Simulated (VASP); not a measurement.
# Bi2Se3 (R-3m) in VASP: further runs, part 2 of 2

VASP 6.6.1. Earlier steps stand in the parts before.

### 4 Single point, PBEsol (zz strain of +3 %)

Input file INCAR:

```
SYSTEM = Bi2Se3
PREC = Accurate ; ENCUT = 520
EDIFF = 1E-7 ; ISMEAR = -1
SIGMA = 0.03 ; LREAL = .False.
LASPH = .True. ; NELM = 100
ALGO = Normal ; ISIF = 2
LWAVE = .False. ; LCHARG = .True.
GGA = PS ; LELF = .True.
LVHAR = .True. ; NBANDS = 32
```

Input file KPOINTS:

```
regular mesh
0
Gamma
  6 6 6
  0 0 0
```

Input file POSCAR:

```
Bi2Se3
1.0
    2.0714992968      1.1959806766      9.8316899000
   -2.0714992968      1.1959806766      9.8316899000
    0.0000000000     -2.3919613533      9.8316899000
Bi Se
2 3
Direct
    0.4008000000      0.4008000000      0.4008000000
    0.5992000000      0.5992000000      0.5992000000
    0.0000000000      0.0000000000      0.0000000000
    0.2117000000      0.2117000000      0.2117000000
    0.7883000000      0.7883000000      0.7883000000
```

Potentials or basis: VASP PAW PBE potentials, release 64 (Bi_d, Se).

On the command line:

```
$ cat potpaw_PBE.64/Bi_d/POTCAR potpaw_PBE.64/Se/POTCAR > POTCAR
$ mpirun -np 1 vasp_std > vasp.out
```

OUTCAR:

```text
SYSTEM = Bi2Se3
   PREC = Accurate
   ENCUT = 520
   EDIFF = 1E-7
   ISMEAR = -1
   LREAL = .False.
   LASPH = .True.
   NELM = 100
   ISIF = 2
   GGA = PS

 ion  position               nearest neighbor table
   1  0.401  0.401  0.401-   5 2.88   5 2.88   5 2.88   3 3.11   3 3.11   3 3.11
   2  0.599  0.599  0.599-   4 2.88   4 2.88   4 2.88   3 3.11   3 3.11   3 3.11
   3  0.000  0.000  0.000-   2 3.11   1 3.11   2 3.11   2 3.11   1 3.11   1 3.11
   4  0.212  0.212  0.212-   2 2.88   2 2.88   2 2.88
   5  0.788  0.788  0.788-   1 2.88   1 2.88   1 2.88

  LATTYP: Found a trigonal (rhomboedric) cell.
 ALAT       =    10.1184784135
 COS(alpha) =     0.9161758502

  Lattice vectors:

 A1 = (   2.0714992968,   1.1959806766,   9.8316899000)
 A2 = (  -2.0714992968,   1.1959806766,   9.8316899000)
 A3 = (   0.0000000000,  -2.3919613533,   9.8316899000)

Analysis of symmetry for initial positions (statically):
=====================================================================
 Subroutine PRICEL returns:
[... 171 lines left out ...]
  ext. energy  EPLUGINS =         0.00000000
  ---------------------------------------------------
  free energy    TOTEN  =       -22.00979659 eV

  energy without entropy =      -22.00975568  energy(sigma->0) =      -22.00977613

 E-fermi :   4.6257     XC(G=0):  -9.5476

 val. band max:        4.4974412354   @ k =   0.0000   0.0000   0.0000
 cond. band min:       4.7539551686   @ k =   0.0000   0.0000   0.0000
 fundamental gap:      0.2565139332
 Fermi energy:         4.6256604835

 k-point     1 :       0.0000    0.0000    0.0000
  band No.  band energies     occupation
      1     -18.5289      2.00000
      2     -18.5289      2.00000
      3     -18.5278      2.00000
      4     -18.5278      2.00000
      5     -18.5161      2.00000
      6     -18.5138      2.00000
[... 829 lines left out ...]
     31       9.2040      0.00000
     32      10.8472      0.00000

 [... further k-points ...]
[... 5 lines left out ...]
  --------------------------------------------------------------------------------------
  -------------------------------------------------------------------------------------
  Total       -1.4912311     -1.4912311     -2.5351539      0.0000000      0.0000000      0.0000000
  in kB      -16.3480950    -16.3480950    -27.7924305      0.0000000      0.0000000      0.0000000
  external PRESSURE =     -20.1628735 kB  Pullay stress =       0.0000000 kB

 VOLUME and BASIS-vectors are now :
 -----------------------------------------------------------------------------
  energy-cutoff  :      520.00
  volume of cell :      146.15
      direct lattice vectors                 reciprocal lattice vectors
     2.071499297  1.195980677  9.831689900     0.241371069  0.139355652  0.033903971
    -2.071499297  1.195980677  9.831689900    -0.241371069  0.139355652  0.033903971
     0.000000000 -2.391961353  9.831689900     0.000000000 -0.278711303  0.033903971

 POSITION                                       TOTAL-FORCE (eV/Angst)
 -----------------------------------------------------------------------------------
      0.00000     -0.00000     11.82162         0.000000      0.000000     -0.118855
      0.00000     -0.00000     17.67345         0.000000     -0.000000      0.118855
      0.00000      0.00000      0.00000         0.000000      0.000000     -0.000000
      0.00000     -0.00000      6.24411         0.000000     -0.000000      0.205411
      0.00000     -0.00000     23.25096         0.000000      0.000000     -0.205411
 -----------------------------------------------------------------------------------
    total drift:                                0.000000      0.000000     -0.000000

  FREE ENERGIE OF THE ION-ELECTRON SYSTEM (eV)
  ---------------------------------------------------
  free  energy   TOTEN  =       -22.0097965877 eV

  energy  without entropy=      -22.0097556810  energy(sigma->0) =      -22.00977613
```

stdout:

```text
POSCAR found type information on POSCAR BiSe
 POSCAR found :  2 types and       5 ions
 scaLAPACK will be used
 -----------------------------------------------------------------------------
|                                                                             |
|                                                                             |
|     You enforced a specific xc type in the INCAR file but a different       |
|     I HOPE YOU KNOW WHAT YOU ARE DOING!                                     |
|                                                                             |
 -----------------------------------------------------------------------------

 LDA part: xc-table for (Slater+PW92), standard interpolation
 POSCAR, INCAR and KPOINTS ok, starting setup
 FFT: planning ... GRIDC
 FFT: planning ... GRID_SOFT
 FFT: planning ... GRID
 WAVECAR not read
 entering main loop
```

Wall time 23 min (1 thread of Intel Xeon 8259CL, shared host); peak memory 0.95 GiB.

Results:

* Free energy: -22.0098 eV
* Pressure: -2.0 GPa
* Largest force: 0.205 eV/Å
* Band gap on the k mesh: 0.26 eV

Forces in eV/Å, atoms in the order of the input:
```
Bi   0.000  0.000 -0.119
Bi   0.000  0.000  0.119
Se   0.000  0.000  0.000
Se   0.000  0.000  0.205
Se   0.000  0.000 -0.205
```

Caveat: the cell differs from its parent crystal (zz strain of +3 %); the PAW data sets were made with another functional, which shifts forces and pressure a little; spin-orbit coupling is left out, which moves the levels of the heavy elements. A k mesh can miss the band edges.

### 5 Summary

| cell | gap on the mesh (eV) | pressure (GPa) | largest force (eV/Å) |
| --- | --- | --- | --- |
| a = 9.655 Å, angles 24.8°, 5 atoms | 0.06 | 1.0 | 0.30 |
| a = 9.933 Å, angles 24.1°, 5 atoms | 0.18 | -0.9 | 0.17 |
| a = 10.118 Å, angles 23.6°, 5 atoms | 0.26 | -2.0 | 0.21 |

Alike in all rows: task single point; level PBEsol; potentials or basis VASP PAW PBE potentials, release 64 (Bi_d, Se); no spin polarisation; k mesh 6 × 6 × 6; cutoff (eV) 520; smearing fermi-dirac 0.03 eV.

Caveats: the PAW data sets were made with another functional, which shifts forces and pressure a little; spin-orbit coupling is left out, which moves the levels of the heavy elements.

Absolute energies hang on the potentials; compare differences alone.
